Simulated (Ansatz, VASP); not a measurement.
**ZnRe in VASP and in Ansatz**

```
CELL_PARAMETERS angstrom
2.75904 0.01149 -0.00274
-1.36957 2.36435 -0.00205
-0.00448 -0.00647 4.51354
ATOMIC_POSITIONS crystal
Zn 0.01498 0.01296 0.05140
Re 0.37585 0.70584 0.52514
```

Alike in both runs: task single point; functional revPBE; k mesh 8 × 8 × 5; occupations fermi-dirac, width 0.02 eV; no spin polarisation.

```csv
,VASP,Ansatz
version,VASP 6.6.1,Ansatz 0.2.0
potentials or method,"VASP PAW PBE potentials, release 64 (Zn, Re_sv_GW), cutoff 500 eV","plane waves, PAW"
valence electrons in the cell,27,27
```

VASP gave:

* pressure (GPa): 1.1
* traceless stress, the component that is largest in VASP (GPa): 1.51
* rms of the force components (eV/Å): 0.663

Which values does Ansatz return?

Pressure (GPa): 2.0; traceless stress, the component that is largest in VASP (GPa): 1.62; rms of the force components (eV/Å): 0.655.

VASP's potentials were made for PBE, not for revPBE. Atom by atom the forces differ by 0.008 eV/Å (rms over components). The functional is the same, so the differences come from potentials, cutoffs and numerics. Ansatz's warnings: stress scf threshold loose.

Spin-orbit coupling is off throughout.
